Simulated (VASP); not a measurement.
Here is a VASP 6.6.1 calculation.

File INCAR:

```
SYSTEM = Mo
ALGO = Fast ; EDIFF = 1E-6
ENCUT = 520 ; GGA = PE
ISIF = 2 ; ISMEAR = 0
LASPH = .True. ; LCHARG = .False.
LREAL = .False. ; LWAVE = .False.
NBANDS = 13 ; NELM = 60
PREC = Accurate ; SIGMA = 0.05
```

Contents of KPOINTS:

```
k-points
0
Gamma
  8 8 8
  0 0 0
```

POSCAR

```
Mo
1.0
    2.8244807000     -0.0180516400     -0.0483609000
   -1.4278735300      2.3175461800      0.0145522700
   -0.0451728600     -0.0103847700      2.5373308300
Mo
1
Direct
    0.0000000000      0.0000000000      0.5000000000
```

Potentials or basis: VASP PAW PBE potentials, release 64 (Mo_sv).

The run is started by

```sh
$ cat potpaw_PBE.64/Mo_sv/POTCAR > POTCAR
$ mpirun -np 1 vasp_std > vasp.out
```

Estimate the band gap on the k mesh.

zero (band 7 reaches 12.67 eV, above the bottom of band 8 at 10.74 eV).

Predict the pressure.

4.1 GPa.

Stress tensor (GPa, compression positive):
```
 9.29 -0.16 -4.13
-0.16  1.73 -0.50
-4.13 -0.50  1.16
```
